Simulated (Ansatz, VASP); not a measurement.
One calculation of HfN, two programs

```
CELL_PARAMETERS angstrom
0.00000 2.33074 2.16020
2.33074 0.00000 2.16020
2.33074 2.33074 0.00000
ATOMIC_POSITIONS crystal
Hf 0.00000 0.00000 0.00000
N 0.50000 0.50000 0.50000
```

Change from the starting cell: strain +0.025 along x and y, -0.050 along z, atoms carried along.

Alike in both runs: task single point; functional PBE; k mesh 22 × 22 × 22; occupations gaussian, width 0.15 eV; no spin polarisation.

|  | VASP | Ansatz |
| --- | --- | --- |
| version | VASP 6.6.1 | Ansatz 0.2.0 |
| potentials or method | VASP PAW PBE potentials, release 64 (Hf_pv, N), cutoff 520 eV | scalar-relativistic, plane waves, PAW |
| valence electrons in the cell | 15 | 31 |

|  | VASP | Ansatz | Ansatz less VASP |
| --- | --- | --- | --- |
| gap on the k mesh at the Fermi level (eV) | none | none | - |
| pressure (GPa) | 1.9 | 4.2 | +2.27 |
| traceless stress, the component that is largest in VASP (GPa) | 26.70 | 26.92 | +0.222 |

A gap of «none» marks a metal or a gap that the smearing closes. VASP's potentials hold 15 valence electrons a cell and Ansatz's 31, so a difference there can come from the potentials and not from the codes.

Neither program's run includes spin-orbit coupling.
